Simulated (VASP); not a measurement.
Wanted: the native input for a VASP 6.6.1 run.

- Task: single point
- Functional: PBE
- Potentials or basis: VASP PAW PBE potentials, release 64 (Na_pv)
- Cutoff: 500 eV
- k mesh: 8 × 8 × 8
- Occupations: methfessel-paxton, width 0.05 eV
- Spin: no spin polarisation
- Dipole correction: no
- Further INCAR settings: ALGO = Normal; EDIFF = 1e-06; NBANDS = 10

The structure of Na lies in POSCAR:

```
Na
1.0
   -2.1691742836      2.1691742836      2.1691742836
    2.1691742836     -2.1691742836      2.1691742836
    2.1691742836      2.1691742836     -2.1691742836
Na
1
Direct
    0.0000000000      0.0000000000      0.0000000000
```

The input as run:

INCAR

```
SYSTEM = Na
  PREC = Accurate
  ENCUT = 500
  EDIFF = 1E-6
  ISMEAR = 1
  SIGMA = 0.05
  LREAL = .FALSE.
  LASPH = .TRUE.
  NELM = 120
  ALGO = Normal
  ISIF = 2
  LWAVE = .FALSE.
  LCHARG = .FALSE.
  GGA = PE
  NBANDS = 10
  GGA_COMPAT = .FALSE.
```

KPOINTS

```
regular mesh
0
G
  8 8 8
  0 0 0
```

Potentials or basis: VASP PAW PBE potentials, release 64 (Na_pv).

Command:

```sh
$ cat potpaw_PBE.64/Na_pv/POTCAR > POTCAR
$ mpirun -np 1 vasp_std > vasp.out
```

It gave:

```
Pressure : -0.7 GPa
```

Run time: 4.5 s on 1 thread of Intel(R) Xeon(R) Platinum 8488C (Sapphire Rapids) (shared host), peak memory 0.14 GiB.
